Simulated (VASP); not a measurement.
EuS:

```
Eu S
1.0
     0.00000    2.97850    2.97850
     2.97850    0.00000    2.97850
     2.97850    2.97850    0.00000
Eu S
1 1
Cartesian
  0.0000 0.0000 0.0000
  2.9785 2.9785 2.9785
```

```yaml
Program: VASP 6.6.1
Task: relaxation of cell and atoms
Functional: PBEsol
Dispersion: D3(BJ)
Potentials_or_basis: VASP PAW PBE potentials, release 64 (Eu, S)
Cutoff: 600 eV
k_mesh: 8 × 8 × 8
Occupations: fermi-dirac, width 0.05 eV
Spin: collinear spin, ferromagnetic start
Starting_moments: "[7.0, 0.0] μB"
```

At the start: pressure -7.9 GPa; volume 26.42 Å³/atom.

Question: How do energy, volume and symmetry change on relaxing?

Answer: Over 3 steps the energy falls by 116.2 meV/atom and the volume is 22.36 Å³/atom (-15.4 %); space group Fm-3m (No. 225, to 0.1 Å) before and after; moment 6.88 μB per cell.

Step by step:
```csv
step,energy change (eV),largest force (eV/Å),pressure (GPa),volume (Å³)
1,0.0000,0.0000,-7.87,52.85
2,-0.2251,0.0000,2.02,43.53
3,-0.2324,0.0000,0.01,44.72
```

Final structure:
```
Eu S
1.0
     0.00000    2.81729    2.81729
     2.81729    0.00000    2.81729
     2.81729    2.81729    0.00000
Eu S
1 1
Direct
  0.00000 0.00000 0.00000
  0.50000 0.50000 0.50000
```

Caveat: the volume moved by over 15 % at a fixed basis, so the end points are rough; the PAW data sets were made with another functional, which shifts forces and pressure a little; a cell with one magnetic atom can't hold antiferromagnetic order, which such compounds often take; semilocal functionals describe open f shells poorly, which spoils levels, moments and volumes.
